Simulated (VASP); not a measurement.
# AgRh (P-6m2) in VASP: further runs, part 2 of 2

VASP 6.6.1.

## Step 4: Single point, r2SCAN

This run uses another cell than the first one, of 15.42 Å³/atom.

Input file POSCAR:

```
AgRh
1.0
    2.7400486223      0.0000000000      0.0000000000
   -1.3700243112      2.3729517146      0.0000000000
    0.0000000000      0.0000000000      4.7436129252
Ag Rh
1 1
Direct
    0.0000000000      0.0000000000      0.5000000000
    0.6666666667      0.3333333333      0.0000000000
```

Input file INCAR.step1:

```
SYSTEM = AgRh
PREC     = Accurate       ! precision mode
ENCUT    = 520            ! plane-wave cutoff, eV
ISMEAR   = -1             ! smearing method
SIGMA    = 0.05           ! smearing width, eV
LREAL    = .FALSE.        ! projectors in reciprocal space
LASPH    = .TRUE.         ! aspherical terms in the spheres
NELM     = 60             ! most SCF steps
NBANDS   = 20             ! bands
GGA      = PE             ! functional
ALGO     = Normal         ! electronic algorithm
EDIFF    = 1E-4           ! SCF threshold, eV
LWAVE    = .TRUE.         ! write WAVECAR
LCHARG   = .FALSE.        ! write CHGCAR
```

Input file INCAR.step2:

```
SYSTEM = AgRh
PREC     = Accurate       ! precision mode
ENCUT    = 520            ! plane-wave cutoff, eV
EDIFF    = 1E-6           ! SCF threshold, eV
ISMEAR   = -1             ! smearing method
SIGMA    = 0.05           ! smearing width, eV
LREAL    = .FALSE.        ! projectors in reciprocal space
LASPH    = .TRUE.         ! aspherical terms in the spheres
NELM     = 60             ! most SCF steps
ALGO     = Normal         ! electronic algorithm
ISIF     = 2              ! what is computed and relaxed
LWAVE    = .FALSE.        ! write WAVECAR
LCHARG   = .FALSE.        ! write CHGCAR
METAGGA  = R2SCAN         ! meta-GGA
LMIXTAU  = .TRUE.       
NBANDS   = 20             ! bands
ISTART   = 1
```

Input file KPOINTS:

```
regular mesh
0
G
  11 11 6
  0 0 0
```

Potentials or basis: VASP PAW PBE potentials, release 64 (Ag, Rh_pv).

Started as:

```bash
$ cat potpaw_PBE.64/Ag/POTCAR potpaw_PBE.64/Rh_pv/POTCAR > POTCAR
$ cp INCAR.step1 INCAR
$ mpirun -np 1 vasp_std > vasp.out
$ cp INCAR.step2 INCAR
$ mpirun -np 1 vasp_std > vasp.out
```

OUTCAR:

```text
SYSTEM = AgRh
   PREC = Accurate
   ENCUT = 520
   EDIFF = 1E-6
   ISMEAR = -1
   LREAL = .FALSE.
   LASPH = .TRUE.
   NELM = 60
   ISIF = 2
   METAGGA = R2SCAN
   ISTART = 1

 ion  position               nearest neighbor table
   1  0.000  0.000  0.500-   2 2.85   2 2.85   2 2.85   2 2.85   2 2.85   2 2.85
   2  0.667  0.333  0.000-   1 2.85   1 2.85   1 2.85   1 2.85   1 2.85   1 2.85

  LATTYP: Found a hexagonal cell.
 ALAT       =     2.7400486223
 C/A-ratio  =     1.7312148721

  Lattice vectors:

 A1 = (   2.7400486223,   0.0000000000,   0.0000000000)
 A2 = (  -1.3700243112,   2.3729517146,   0.0000000000)
 A3 = (   0.0000000000,   0.0000000000,   4.7436129252)

Analysis of symmetry for initial positions (statically):
=====================================================================
 Subroutine PRICEL returns:
 Original cell was already a primitive cell.

 Routine SETGRP: Setting up the symmetry group for a
 hexagonal supercell.

 Subroutine GETGRP returns: Found 12 space group operations
 (whereof 12 operations were pure point group operations)
 out of a pool of 24 trial point group operations.
[... 151 lines left out ...]

 number of electron      25.9999998 magnetization

 Free energy of the ion-electron system (eV)
  ---------------------------------------------------
  ext. energy  EPLUGINS =         0.00000000
  ---------------------------------------------------
  free energy    TOTEN  =       -44.96902870 eV

  energy without entropy =      -44.94482272  energy(sigma->0) =      -44.95692571

 E-fermi :   9.2904     XC(G=0): -13.9722

 val. band max:        9.2594269087   @ k =   0.0909   0.0909   0.3333
 cond. band min:       9.2962825245   @ k =   0.2727   0.0000   0.0000
 fundamental gap:      0.0368556158
 Fermi energy:         9.2903511874

 k-point     1 :       0.0000    0.0000    0.0000
  band No.  band energies     occupation
      1     -37.8045      2.00000
      2     -37.7445      2.00000
      3     -37.7445      2.00000
      4       1.7480      2.00000
      5       3.0912      2.00000
      6       4.6440      2.00000
[... 541 lines left out ...]
     19      27.0957      0.00000
     20      27.8450      0.00000

 [... further k-points ...]
[... 5 lines left out ...]
  --------------------------------------------------------------------------------------
  -------------------------------------------------------------------------------------
  Total        0.1519919      0.1519919     -0.0952190     -0.0000000     -0.0000000      0.0000000
  in kB        7.8954109      7.8954109     -4.9462709     -0.0000000     -0.0000000      0.0000000
  external PRESSURE =       3.6148503 kB  Pullay stress =       0.0000000 kB

 VOLUME and BASIS-vectors are now :
 -----------------------------------------------------------------------------
  energy-cutoff  :      520.00
  volume of cell :       30.84
      direct lattice vectors                 reciprocal lattice vectors
     2.740048622  0.000000000  0.000000000     0.364957027  0.210708038  0.000000000
    -1.370024311  2.372951715  0.000000000     0.000000000  0.421416076  0.000000000
     0.000000000  0.000000000  4.743612925     0.000000000  0.000000000  0.210809781

 POSITION                                       TOTAL-FORCE (eV/Angst)
 -----------------------------------------------------------------------------------
      0.00000      0.00000      2.37181         0.000000      0.000000      0.000000
      1.37002      0.79098      0.00000        -0.000000      0.000000      0.000000
 -----------------------------------------------------------------------------------
    total drift:                                0.000000     -0.000000      0.000000

  FREE ENERGIE OF THE ION-ELECTRON SYSTEM (eV)
  ---------------------------------------------------
  free  energy   TOTEN  =       -44.9690287016 eV

  energy  without entropy=      -44.9448227230  energy(sigma->0) =      -44.95692571
```

OSZICAR.step1:

```text
N       E                     dE             d eps       ncg     rms          rms(c)
DAV:   1     0.220809793520E+03    0.22081E+03   -0.15640E+04  2560   0.141E+03
DAV:   2    -0.571394272017E+01   -0.22652E+03   -0.22001E+03  2628   0.380E+02
DAV:   3    -0.101940045844E+02   -0.44801E+01   -0.44613E+01  2920   0.602E+01
DAV:   4    -0.102189956162E+02   -0.24991E-01   -0.24989E-01  2812   0.445E+00
DAV:   5    -0.102193494793E+02   -0.35386E-03   -0.35386E-03  2916   0.554E-01    0.102E+01
DAV:   6    -0.952677270796E+01    0.69258E+00   -0.27560E+00  2724   0.201E+01    0.688E+00
DAV:   7    -0.948500119863E+01    0.41772E-01   -0.85986E-01  2676   0.907E+00    0.296E+00
DAV:   8    -0.945063653401E+01    0.34365E-01   -0.22877E-01  2692   0.517E+00    0.192E+00
DAV:   9    -0.944568725851E+01    0.49493E-02   -0.14058E-02  2908   0.119E+00    0.107E-01
DAV:  10    -0.944560169754E+01    0.85561E-04   -0.75529E-04  2564   0.193E-01
   1 F= -.94456017E+01 E0= -.94333177E+01  d E =-.245680E-01
```

Run time: 98 s. Hardware: 1 thread of Intel Xeon 8259CL, shared host; peak memory 0.18 GiB.

Results:

- Free energy: -44.9690 eV
- Pressure: 0.4 GPa
- Band gap on the k mesh: zero (bands 13 and 14 overlap by 1.49 eV)

Stress tensor (GPa, compression positive):
```
 0.79  0.00  0.00
 0.00  0.79  0.00
 0.00  0.00 -0.49
```

Levels at points of the mesh, in eV from the Fermi level:
| k point | band 10 | band 11 | band 12 | band 13 | band 14 | band 15 | band 16 | band 17 |
| --- | --- | --- | --- | --- | --- | --- | --- | --- |
| (0.00, 0.00, 0.00) | -3.35 | -1.93 | -1.93 | 0.15 | 0.15 | 0.28 | 5.93 | 17.56 |
| (0.00, 0.00, 0.50) | -3.44 | -2.68 | -1.72 | -1.72 | 0.11 | 0.11 | 12.42 | 13.53 |

Caveat: the PAW data sets were made with another functional, which shifts forces and pressure a little.

## Step 5: Single point, r2SCAN

This run uses another cell than the first one, of 15.74 Å³/atom.

Input file POSCAR:

```
AgRh
1.0
    2.7589461066      0.0000000000      0.0000000000
   -1.3794730533      2.3893174160      0.0000000000
    0.0000000000      0.0000000000      4.7763285309
Ag Rh
1 1
Direct
    0.0000000000      0.0000000000      0.5000000000
    0.6666666667      0.3333333333      0.0000000000
```

Input file INCAR.step1:

```
SYSTEM = AgRh
  ALGO = Normal
  EDIFF = 1E-4
  ENCUT = 520
  GGA = PE
  ISMEAR = -1
  LASPH = .TRUE.
  LCHARG = .FALSE.
  LREAL = .FALSE.
  LWAVE = .TRUE.
  NBANDS = 20
  NELM = 60
  PREC = Accurate
  SIGMA = 0.05
```

Input file INCAR.step2:

```
SYSTEM = AgRh
  ALGO = Normal
  EDIFF = 1E-7
  ENCUT = 520
  ISIF = 2
  ISMEAR = -1
  ISTART = 1
  LASPH = .TRUE.
  LCHARG = .FALSE.
  LMIXTAU = .TRUE.
  LREAL = .FALSE.
  LWAVE = .FALSE.
  METAGGA = R2SCAN
  NBANDS = 20
  NELM = 60
  PREC = Accurate
  SIGMA = 0.05
```

Input file KPOINTS:

```
k-points
0
G
  11 11 6
  0 0 0
```

Started as:

```bash
$ cat potpaw_PBE.64/Ag/POTCAR potpaw_PBE.64/Rh_pv/POTCAR > POTCAR
$ cp INCAR.step1 INCAR
$ mpirun -np 1 vasp_std > vasp.out
$ cp INCAR.step2 INCAR
$ mpirun -np 1 vasp_std > vasp.out
```

Run time: 2 min. Hardware: 1 thread of Intel Xeon 8259CL, shared host; peak memory 0.19 GiB.

The run converged. Its results:

| Item | Value |
| --- | --- |
| Free energy | -44.9636 eV |
| Pressure | -3.1 GPa |
| Band gap on the k mesh | zero (bands 13 and 14 overlap by 1.44 eV) |

Stress tensor (GPa, compression positive):
```
-2.91  0.00  0.00
 0.00 -2.91  0.00
 0.00  0.00 -3.55
```

Levels at points of the mesh, in eV from the Fermi level:
| k point | band 11 | band 12 | band 13 | band 14 | band 15 | band 16 |
| --- | --- | --- | --- | --- | --- | --- |
| (0.00, 0.00, 0.00) | -1.87 | -1.87 | 0.14 | 0.14 | 0.34 | 5.77 |
| (0.00, 0.00, 0.50) | -2.58 | -1.68 | -1.68 | 0.11 | 0.11 | 12.26 |

Caveat: the cell stands under tension; the PAW data sets were made with another functional, which shifts forces and pressure a little.

## Step 6: Summary

```csv
level,potentials or basis,cell,gap on the mesh (eV),pressure (GPa)
LDA,"VASP PAW LDA potentials, release 64 (Ag, Rh_pv)","a = 2.832, b = 2.832, c = 4.903 Å, angles 90.0, 90.0, 120.0°, 2 atoms",none,-21.2
r2SCAN,"VASP PAW PBE potentials, release 64 (Ag, Rh_pv)","a = 2.721, b = 2.721, c = 4.710 Å, angles 90.0, 90.0, 120.0°, 2 atoms",none,4.3
r2SCAN,"VASP PAW PBE potentials, release 64 (Ag, Rh_pv)","a = 2.740, b = 2.740, c = 4.744 Å, angles 90.0, 90.0, 120.0°, 2 atoms",none,0.4
r2SCAN,"VASP PAW PBE potentials, release 64 (Ag, Rh_pv)","a = 2.759, b = 2.759, c = 4.776 Å, angles 90.0, 90.0, 120.0°, 2 atoms",none,-3.1
```

Alike in all rows: task single point; no spin polarisation; k mesh 11 × 11 × 6; cutoff (eV) 520; smearing fermi-dirac 0.05 eV.

Caveats: the PAW data sets were made with another functional, which shifts forces and pressure a little (at least some runs); the cell stands under tension (at least some runs); the cell stands under pressure (at least some runs).

Total energies depend on the potentials used, so only differences within one code and one set of settings carry meaning.
